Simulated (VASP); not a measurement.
Set up this calculation in VASP 6.6.1, as the native input.

```yaml
Task: single point
Functional: PBEsol
Potentials_or_basis: VASP PAW PBE potentials, release 64 (Zn, Se)
Cutoff: 520 eV
k_mesh: 6 × 6 × 6
Occupations: gaussian, width 0.05 eV
Spin: no spin polarisation
Dipole_correction: no
Further_INCAR_settings: ALGO = Normal; EDIFF = 1e-06; NBANDS = 60
```

The structure of ZnSe2 lies in POSCAR:

```
ZnSe2
1.0
    6.5553459454      0.0000000000      0.0000000000
    0.0000000000      6.5553459454      0.0000000000
    0.0000000000      0.0000000000      6.5553459454
Zn Se
4 8
Direct
    0.5000000000      0.5000000000      0.0000000000
    0.5000000000      0.0000000000      0.5000000000
    0.0000000000      0.5000000000      0.5000000000
    0.0000000000      0.0000000000      0.0000000000
    0.1099579274      0.8900420726      0.3900420726
    0.8900420726      0.3900420726      0.1099579274
    0.3900420726      0.1099579274      0.8900420726
    0.6099579274      0.6099579274      0.6099579274
    0.8900420726      0.1099579274      0.6099579274
    0.1099579274      0.6099579274      0.8900420726
    0.6099579274      0.8900420726      0.1099579274
    0.3900420726      0.3900420726      0.3900420726
```

One way to write it, as run:

INCAR

```
ALGO = Normal
EDIFF = 1E-6
ENCUT = 520
GGA = PS
ISIF = 2
ISMEAR = 0
LASPH = True
LCHARG = False
LREAL = False
LWAVE = False
NBANDS = 60
NELM = 60
PREC = Accurate
SIGMA = 0.05
```

KPOINTS

```
k-points
0
Gamma
  6 6 6
```

Potentials or basis: VASP PAW PBE potentials, release 64 (Zn, Se).

Run with:

```console
$ cat potpaw_PBE.64/Zn/POTCAR potpaw_PBE.64/Se/POTCAR > POTCAR
$ mpirun -np 1 vasp_std > vasp.out
```

Results of the run:

| Item | Value |
| --- | --- |
| Pressure | -7.9 GPa |
| Largest force | 0.630 eV/Å |
| Band gap on the k mesh | 0.51 eV (least direct gap 0.65 eV) |

Caveat: the cell stands under tension; the PAW data sets were made with another functional, which shifts forces and pressure a little.

Wall time 5.5 min on 1 thread of Intel(R) Xeon(R) Platinum 8488C (Sapphire Rapids), with other jobs on the host, peak memory 0.5 GiB.
